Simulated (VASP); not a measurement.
## BP: single point with LDA

BP:

```xyz
2
Lattice="0.0000 2.2690 2.2690 2.2690 0.0000 2.2690 2.2690 2.2690 0.0000" Properties=species:S:1:pos:R:3 pbc="T T T"
B     0.0000    0.0000    0.0000
P     3.4035    3.4035    3.4035
```

```yaml
Program: VASP 6.6.1
Task: single point
Functional: LDA
Potentials_or_basis: VASP PAW LDA potentials, release 64 (B, P)
Cutoff: 520 eV
k_mesh: 15 × 15 × 15
Occupations: fermi-dirac, width 0.05 eV
Spin: no spin polarisation
```

```yaml
Pressure: -5.3 GPa
Band_gap_on_the_k_mesh: 1.19 eV, indirect (least direct gap 3.38 eV)
```

Levels at points of the mesh, in eV from the valence-band top:
| k point | band 2 | band 3 | band 4 | band 5 | band 6 | band 7 |
| --- | --- | --- | --- | --- | --- | --- |
| (0.00, 0.00, 0.00) | 0.00 | 0.00 | 0.00 | 3.38 | 3.38 | 3.38 |

Wall time 42 s on 1 thread of AMD EPYC 7R43 64-Core Processor (Zen 3) (shared host), peak memory 0.11 GiB.

A k mesh can miss the band edges.
